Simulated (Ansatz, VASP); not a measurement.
## One calculation of BaB, two programs

File INCAR:

```
SYSTEM = BaB
ALGO = Normal
EDIFF = 1E-6
ENCUT = 520
GGA = PE
ISIF = 2
ISMEAR = 0
LASPH = .TRUE.
LCHARG = .FALSE.
LREAL = .FALSE.
LWAVE = .FALSE.
NBANDS = 14
NELM = 80
PREC = Accurate
SIGMA = 0.05
```

File KPOINTS:

```
k-points
0
G
  10 10 10
  0 0 0
```

The input POSCAR:

```
BaB
1.0
    0.0000000000      3.0621024176      3.0621024176
    3.0621024176      0.0000000000      3.0621024176
    3.0621024176      3.0621024176      0.0000000000
Ba B
1 1
Direct
    0.5000000000      0.5000000000      0.5000000000
    0.0000000000      0.0000000000      0.0000000000
```

Input for Ansatz:

```yaml
crystal:
  lattice:
    - [0.0, 3.0621024176, 3.0621024176]
    - [3.0621024176, 0.0, 3.0621024176]
    - [3.0621024176, 3.0621024176, 0.0]
  atoms:
    - { symbol: Ba, position: [0.5, 0.5, 0.5] }
    - { symbol: B, position: [0.0, 0.0, 0.0] }
basis:
  ecutwfc: 420
  ecutrho_ratio: 4
kpoints:
  mp_grid: { grid: [10, 10, 10] }
hamiltonian:
  xc: pbe
scf:
  occupations: { method: gaussian, width: 0.05 }
output:
  forces: true
  stress: true
  eigenvalues: true
```

Alike in both runs: task single point; functional PBE; k mesh 10 × 10 × 10; occupations gaussian, width 0.05 eV; no spin polarisation.

```csv
,VASP,Ansatz
version,VASP 6.6.1,Ansatz 0.2.0
potentials or method,"VASP PAW PBE potentials, release 64 (Ba_sv, B), cutoff 520 eV","scalar-relativistic, plane waves, PAW"
valence electrons in the cell,13,13
```

Ansatz gave:

```
gap on the k mesh at the Fermi level (eV) : none
pressure (GPa)                            : 0.5
```

Q: Estimate VASP's values.

A: gap on the k mesh at the Fermi level (eV): none; pressure (GPa): 1.1.

A gap of «none» marks a metal or a gap that the smearing closes. The functional is the same, so the differences come from potentials, cutoffs and numerics.

Neither program's run includes spin-orbit coupling.
